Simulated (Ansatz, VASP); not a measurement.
# Two plane-wave programs on PbS

File INCAR:

```
SYSTEM = PbS
ALGO = Normal
EDIFF = 1E-6
ENCUT = 500
GGA = PS
GGA_COMPAT = .FALSE.
ISIF = 2
ISMEAR = 1
LASPH = .TRUE.
LCHARG = .TRUE.
LORBIT = 11
LORBMOM = .TRUE.
LREAL = .FALSE.
LSORBIT = .TRUE.
LVHAR = .TRUE.
LWAVE = .FALSE.
MAGMOM = 0 0 0 0 0 0 0 0 0 0 0 0
NBANDS = 54
NELM = 200
PREC = Accurate
SIGMA = 0.02
```

KPOINTS

```
k-points
0
G
  5 5 5
  0 0 0
```

The input POSCAR:

```
PbS
1.0
    2.0799525000     -5.9912970000      0.0000000000
    2.0799525000      5.9912970000      0.0000000000
    0.0000000000      0.0000000000      4.2793210000
Pb S
2 2
Direct
    0.8694370000      0.1305630000      0.7500000000
    0.1305630000      0.8694370000      0.2500000000
    0.6452030000      0.3547970000      0.7500000000
    0.3547970000      0.6452030000      0.2500000000
```

Input for Ansatz:

```yaml
crystal:
  lattice:
    a: 4.159905
    b: 11.982594
    c: 4.279321
    alpha: 90.0
    beta: 90.0
    gamma: 90.0
  space_group: 63
  setting:
    hermann_mauguin: Cmcm
  atoms:
    - { symbol: Pb, position: [0.5, 0.630563, 0.75] }
    - { symbol: S, position: [0.5, 0.854797, 0.75] }
  reduce_to_primitive: true
basis:
  ecutwfc: 653.073269903712
  xc_grid: 3
kpoints:
  mp_grid:
    grid: [5, 5, 5]
    shift: [0.0, 0.0, 0.0]
hamiltonian:
  xc: pbesol
magnetization:
  noncollinear: true
  spin_orbit: true
scf:
  n_extra_bands: 12
  convergence:
    dr2_threshold: 1.0e-07
  occupations:
    method: methfessel_paxton
    width: 0.02
output:
  eigenvalues: true
```

Alike in both runs: task single point; functional PBEsol; k mesh 5 × 5 × 5; occupations methfessel-paxton of order 1, width 0.02 eV; non-collinear spin, spin-orbit coupling.

|  | VASP | Ansatz |
| --- | --- | --- |
| version | VASP 6.6.1 | Ansatz 0.2.0 |
| potentials or method | VASP PAW PBE potentials, release 64 (Pb_d, S), cutoff 500 eV | plane waves, PAW |
| valence electrons in the cell | 40 | 40 |

```csv
,VASP,Ansatz,Ansatz less VASP
net moment per atom (μB),0.00,0.00,0.000
```

VASP's potentials were made for PBE, not for PBEsol. The functional is the same, so the differences come from potentials, cutoffs and numerics.
